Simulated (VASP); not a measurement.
The system is B2P3.

```
CELL_PARAMETERS angstrom
2.27804 -4.52463 0.00000
2.27804 4.52463 0.00000
0.00000 0.00000 5.05578
ATOMIC_POSITIONS crystal
B 0.00000 0.00000 0.34825
B 0.00000 0.00000 0.65175
P 0.00000 0.00000 0.00000
P 0.00000 0.50000 0.00000
P 0.50000 0.00000 0.00000
```

The cell was built from a structure type or drawn by symmetry, and may not be a known phase.

```yaml
Program: VASP 6.6.1
Task: relaxation of cell and atoms
Functional: PBE
Potentials_or_basis: VASP PAW PBE potentials, release 64 (B, P)
Cutoff: 600 eV
k_mesh: 10 × 10 × 8
Occupations: gaussian, width 0.1 eV
Spin: no spin polarisation
```

At the start: pressure -0.1 GPa; volume 20.84 Å³/atom.

Question: How do energy, volume and symmetry change on relaxing?

Answer: Over 19 steps the energy falls by 6.7 meV/atom and the volume is 21.11 Å³/atom (+1.3 %); space group Cmmm (No. 65, to 0.1 Å) before and after.

The path:
```
step  energy change (eV)  largest force (eV/Å)  pressure (GPa)  volume (Å³)
   1              0.0000                0.1324           -0.14       104.22
   2             -0.0069                0.3625            0.10       103.95
   3             -0.0074                0.5439            0.20       103.84
   4             -0.0100                0.5222            0.24       103.81
   5             -0.0169                0.4577            0.39       103.69
   6             -0.0248                0.3286            0.79       103.42
   7             -0.0249                0.2879            0.94       103.34
   8             -0.0283                0.0187            0.68       103.76
   9             -0.0293                0.2339            0.45       104.16
  10             -0.0314                0.1412            0.21       104.65
  11             -0.0326                0.0185           -0.19       105.49
  12             -0.0326                0.0030           -0.15       105.41
  13             -0.0329                0.0153           -0.04       105.38
  14             -0.0330                0.0247            0.04       105.36
  15             -0.0332                0.0080            0.05       105.38
  16             -0.0334                0.0674            0.06       105.43
  17             -0.0335                0.0115            0.04       105.48
  18             -0.0336                0.0128            0.03       105.50
  19             -0.0336                0.0100            0.02       105.54
```

Final structure:
```cif
data_structure
_symmetry_space_group_name_H-M 'P 1'
_symmetry_Int_Tables_number 1
_cell_length_a 5.2286
_cell_length_b 5.2286
_cell_length_c 5.0435
_cell_angle_alpha 90.000
_cell_angle_beta 90.000
_cell_angle_gamma 130.057
_cell_volume 105.54
loop_
_atom_site_label
_atom_site_type_symbol
_atom_site_fract_x
_atom_site_fract_y
_atom_site_fract_z
_atom_site_occupancy
B1 B 0.00000 0.00000 0.34810 1
B2 B 0.00000 0.00000 0.65190 1
P1 P 0.00000 0.00000 0.00000 1
P2 P 0.00000 0.50000 0.00000 1
P3 P 0.50000 0.00000 0.00000 1
```
